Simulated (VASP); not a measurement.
# AlN (R-3m) in VASP: notebook, part 2 of 2

VASP 6.6.1. Earlier steps stand in the parts before.

### Step 3. Single point, PBE

This run uses another cell than the first one, of the same volume but with other edges.

INCAR

```
SYSTEM = AlN
ALGO = Normal ; EDIFF = 1E-6
ENCUT = 520 ; GGA = PE
ISIF = 2 ; ISMEAR = 0
LASPH = .True. ; LCHARG = .True.
LELF = .True. ; LREAL = .False.
LVHAR = .True. ; LWAVE = .False.
NBANDS = 11 ; NELM = 60
PREC = Accurate ; SIGMA = 0.05
```

KPOINTS

```
k-points
0
Gamma
  10 10 10
  0 0 0
```

POSCAR

```
AlN
1.0
   -0.0787521502      1.9405337520      1.9405337520
    1.9405337520     -0.0787521502      1.9405337520
    1.9405337520      1.9405337520     -0.0787521502
Al N
1 1
Direct
    0.5000000000      0.5000000000      0.5000000000
    0.0000000000      0.0000000000      0.0000000000
```

Potentials or basis: VASP PAW PBE potentials, release 64 (Al, N).

Run with:

```sh
$ cat potpaw_PBE.64/Al/POTCAR potpaw_PBE.64/N/POTCAR > POTCAR
$ mpirun -np 1 vasp_std > vasp.out
```

It took 9.4 s on 1 thread of Intel Xeon Platinum 8488C (Sapphire Rapids), shared host; peak memory 0.13 GiB.

Results (log left out):

| Property | Result |
| --- | --- |
| Free energy | -14.3721 eV |
| Pressure | 24.9 GPa |
| Band gap on the k mesh | 3.99 eV, indirect (least direct gap 5.91 eV) |

Stress tensor (GPa, compression positive):
```
24.90 12.82 12.82
12.82 24.90 12.82
12.82 12.82 24.90
```

Levels at points of the mesh, in eV from the valence-band top:
| k point | band 1 | band 2 | band 3 | band 4 | band 5 | band 6 | band 7 | band 8 |
| --- | --- | --- | --- | --- | --- | --- | --- | --- |
| (0.00, 0.00, 0.00) | -18.69 | -0.81 | -0.81 | 0.00 | 5.91 | 11.18 | 11.18 | 13.38 |
| (0.50, 0.00, 0.00) | -15.27 | -9.41 | -1.84 | -1.31 | 6.18 | 10.95 | 11.87 | 13.36 |
| (0.50, 0.50, 0.00) | -14.08 | -8.36 | -3.94 | -3.04 | 3.99 | 5.36 | 14.08 | 17.45 |
| (0.50, 0.50, 0.50) | -14.80 | -8.83 | -2.17 | -2.17 | 5.16 | 10.01 | 10.01 | 14.35 |

A k mesh can miss the band edges. As with any semilocal functional, this PBE gap is likely too small.

### Step 4. Single point, PBE

INCAR

```
SYSTEM = AlN
PREC = Accurate ; ENCUT = 520
EDIFF = 1E-7 ; ISMEAR = 0
SIGMA = 0.05 ; LREAL = .FALSE.
LASPH = .TRUE. ; NELM = 80
ALGO = Normal ; ISIF = 2
LWAVE = .FALSE. ; LCHARG = .FALSE.
GGA = PE ; NBANDS = 11
```

KPOINTS

```
regular mesh
0
G
  10 10 10
  0 0 0
```

POSCAR

```
AlN
1.0
    0.0399703584      1.9993016539      1.9993016539
    1.9993016539      0.0399703584      1.9993016539
    1.9993016539      1.9993016539      0.0399703584
Al N
1 1
Direct
    0.5000000000      0.5000000000      0.5000000000
    0.0000000000      0.0000000000      0.0000000000
```

Potentials or basis: VASP PAW PBE potentials, release 64 (Al, N).

Run with:

```sh
$ cat potpaw_PBE.64/Al/POTCAR potpaw_PBE.64/N/POTCAR > POTCAR
$ mpirun -np 1 vasp_std > vasp.out
```

OUTCAR:

```text
SYSTEM = AlN
   PREC = Accurate
   ENCUT = 520
   EDIFF = 1E-7
   ISMEAR = 0
   LREAL = .FALSE.
   LASPH = .TRUE.
   NELM = 80
   ISIF = 2
   GGA = PE

 ion  position               nearest neighbor table
   1  0.500  0.500  0.500-   2 1.98   2 1.98   2 1.98   2 1.98   2 1.98   2 1.98
   2  0.000  0.000  0.000-   1 1.98   1 1.98   1 1.98   1 1.98   1 1.98   1 1.98

  LATTYP: Found a trigonal (rhomboedric) cell.
 ALAT       =     2.8277220224
 COS(alpha) =     0.5198882638

  Lattice vectors:

 A1 = (   0.0399703584,   1.9993016539,   1.9993016539)
 A2 = (   1.9993016539,   0.0399703584,   1.9993016539)
[... 515 lines left out ...]
      8      27.1525      0.00000
      9      28.1687      0.00000
     10      33.3366      0.00000
     11      36.6560      0.00000

 [... further k-points ...]
[... 5 lines left out ...]
  --------------------------------------------------------------------------------------
  -------------------------------------------------------------------------------------
  Total        2.3915868      2.3915868      2.3915868     -0.6888829     -0.6888829     -0.6888829
  in kB      247.1456514    247.1456514    247.1456514    -71.1888924    -71.1888924    -71.1888924
  external PRESSURE =     247.1456514 kB  Pullay stress =       0.0000000 kB

 VOLUME and BASIS-vectors are now :
 -----------------------------------------------------------------------------
  energy-cutoff  :      520.00
  volume of cell :       15.50
      direct lattice vectors                 reciprocal lattice vectors
     0.039970358  1.999301654  1.999301654    -0.257714749  0.252663461  0.252663461
     1.999301654  0.039970358  1.999301654     0.252663461 -0.257714749  0.252663461
     1.999301654  1.999301654  0.039970358     0.252663461  0.252663461 -0.257714749

 POSITION                                       TOTAL-FORCE (eV/Angst)
 -----------------------------------------------------------------------------------
      2.01929      2.01929      2.01929        -0.000000     -0.000000     -0.000000
      0.00000      0.00000      0.00000         0.000000      0.000000      0.000000
 -----------------------------------------------------------------------------------
    total drift:                                0.000000     -0.000000     -0.000000

  FREE ENERGIE OF THE ION-ELECTRON SYSTEM (eV)
  ---------------------------------------------------
  free  energy   TOTEN  =       -14.4282289717 eV

  energy  without entropy=      -14.4282289717  energy(sigma->0) =      -14.42822897
```

It took 10 s on 1 thread of Intel Xeon Platinum 8488C (Sapphire Rapids), shared host; peak memory 0.14 GiB.

What came out:

| Item | Value |
| --- | --- |
| Free energy | -14.4282 eV |
| Pressure | 24.7 GPa |
| Band gap on the k mesh | 4.72 eV, indirect (least direct gap 6.41 eV) |

Levels at points of the mesh, in eV from the valence-band top:
| k point | band 1 | band 2 | band 3 | band 4 | band 5 | band 6 | band 7 | band 8 |
| --- | --- | --- | --- | --- | --- | --- | --- | --- |
| (0.00, 0.00, 0.00) | -18.30 | -0.46 | 0.00 | 0.00 | 6.41 | 11.66 | 12.54 | 12.54 |
| (0.50, 0.00, 0.00) | -14.72 | -8.80 | -1.57 | -1.28 | 6.22 | 11.07 | 11.40 | 14.18 |
| (0.50, 0.50, 0.00) | -13.70 | -7.97 | -3.34 | -2.89 | 4.72 | 5.41 | 14.63 | 18.09 |
| (0.50, 0.50, 0.50) | -14.95 | -9.10 | -1.12 | -1.12 | 6.83 | 11.87 | 11.87 | 13.76 |

A k mesh can miss the band edges.

### Step 5. Single point, PBE

This run uses another cell than the first one, of the same volume but with other edges.

INCAR

```
  ALGO = Normal
  EDIFF = 1E-6
  ENCUT = 520
  GGA = PE
  ISIF = 2
  ISMEAR = 0
  LASPH = T
  LCHARG = T
  LELF = T
  LREAL = F
  LVHAR = T
  LWAVE = F
  NBANDS = 11
  NELM = 80
  PREC = Accurate
  SIGMA = 0.05
```

KPOINTS

```
k-points
0
Gamma
  10 10 10
```

POSCAR

```
AlN
1.0
   -0.0395823068      1.9595240994      1.9595240994
    1.9595240994     -0.0395823068      1.9595240994
    1.9595240994      1.9595240994     -0.0395823068
Al N
1 1
Direct
    0.5000000000      0.5000000000      0.5000000000
    0.0000000000      0.0000000000      0.0000000000
```

Run with:

```sh
$ cat potpaw_PBE.64/Al/POTCAR potpaw_PBE.64/N/POTCAR > POTCAR
$ mpirun -np 1 vasp_std > vasp.out
```

It took 12 s on 1 thread of Intel Xeon Platinum 8488C (Sapphire Rapids), shared host; peak memory 0.14 GiB.

The run converged. Its results:

```
Free energy            : -14.4291 eV
Pressure               : 24.7 GPa
Band gap on the k mesh : 4.59 eV, indirect (least direct gap 6.30 eV)
```

Stress tensor (GPa, compression positive):
```
24.70  6.66  6.66
 6.66 24.70  6.66
 6.66  6.66 24.70
```

Levels at points of the mesh, in eV from the valence-band top:
| k point | band 2 | band 3 | band 4 | band 5 | band 6 | band 7 |
| --- | --- | --- | --- | --- | --- | --- |
| (0.00, 0.00, 0.00) | -0.42 | -0.42 | 0.00 | 6.30 | 11.76 | 11.76 |
| (0.50, 0.00, 0.00) | -9.08 | -1.54 | -1.27 | 6.38 | 11.22 | 11.64 |
| (0.50, 0.50, 0.00) | -8.10 | -3.47 | -3.02 | 4.59 | 5.28 | 14.50 |
| (0.50, 0.50, 0.50) | -8.79 | -1.70 | -1.70 | 5.84 | 10.75 | 10.75 |

A k mesh can miss the band edges. As with any semilocal functional, this PBE gap is likely too small.

### Step 6. Single point, PBE

This run uses another cell than the first one, of 8.09 Å³/atom, 1.043 times its volume.

INCAR

```
SYSTEM = AlN
ALGO = Normal
EDIFF = 1E-7
ENCUT = 520
GGA = PE
ISIF = 2
ISMEAR = 0
LASPH = .True.
LCHARG = .False.
LREAL = .False.
LWAVE = .False.
NBANDS = 11
NELM = 100
PREC = Accurate
SIGMA = 0.05
```

KPOINTS

```
k-points
0
Gamma
  10 10 10
  0 0 0
```

POSCAR

```
AlN
1.0
   -0.0798771898      1.9682558822      1.9682558822
    1.9682558822     -0.0798771898      1.9682558822
    1.9682558822      1.9682558822     -0.0798771898
Al N
1 1
Direct
    0.5000000000      0.5000000000      0.5000000000
    0.0000000000      0.0000000000      0.0000000000
```

Potentials or basis: VASP PAW PBE potentials, release 64 (Al, N).

Run with:

```sh
$ cat potpaw_PBE.64/Al/POTCAR potpaw_PBE.64/N/POTCAR > POTCAR
$ mpirun -np 1 vasp_std > vasp.out
```

It took 11 s on 1 thread of Intel Xeon Platinum 8488C (Sapphire Rapids), shared host; peak memory 0.14 GiB.

The run converged. Its results:

```
Free energy            : -14.4478 eV
Pressure               : 11.3 GPa
Band gap on the k mesh : 3.81 eV, indirect (least direct gap 5.30 eV)
```

Stress tensor (GPa, compression positive):
```
11.29 12.10 12.10
12.10 11.29 12.10
12.10 12.10 11.29
```

Levels at points of the mesh, in eV from the valence-band top:
| k point | band 2 | band 3 | band 4 | band 5 | band 6 | band 7 |
| --- | --- | --- | --- | --- | --- | --- |
| (0.00, 0.00, 0.00) | -0.78 | -0.78 | 0.00 | 5.30 | 11.08 | 11.08 |
| (0.50, 0.00, 0.00) | -9.11 | -1.74 | -1.22 | 5.91 | 10.62 | 11.49 |
| (0.50, 0.50, 0.00) | -8.04 | -3.80 | -2.93 | 3.81 | 5.24 | 13.57 |
| (0.50, 0.50, 0.50) | -8.53 | -2.05 | -2.05 | 4.93 | 9.70 | 9.70 |

### Step 7. Overview

```tsv
cell	gap on the mesh (eV)	pressure (GPa)
a = 2.858 Å, angles 57.4°, 2 atoms	4.21	25.0
a = 2.745 Å, angles 62.7°, 2 atoms	3.99	24.9
a = 2.828 Å, angles 58.7°, 2 atoms	4.72	24.7
a = 2.771 Å, angles 61.3°, 2 atoms	4.59	24.7
a = 2.785 Å, angles 62.7°, 2 atoms	3.81	11.3
```

Alike in all rows: task single point; level PBE; potentials or basis VASP PAW PBE potentials, release 64 (Al, N); no spin polarisation; k mesh 10 × 10 × 10; cutoff (eV) 520; smearing gaussian 0.05 eV.

Absolute energies hang on the potentials; compare differences alone.
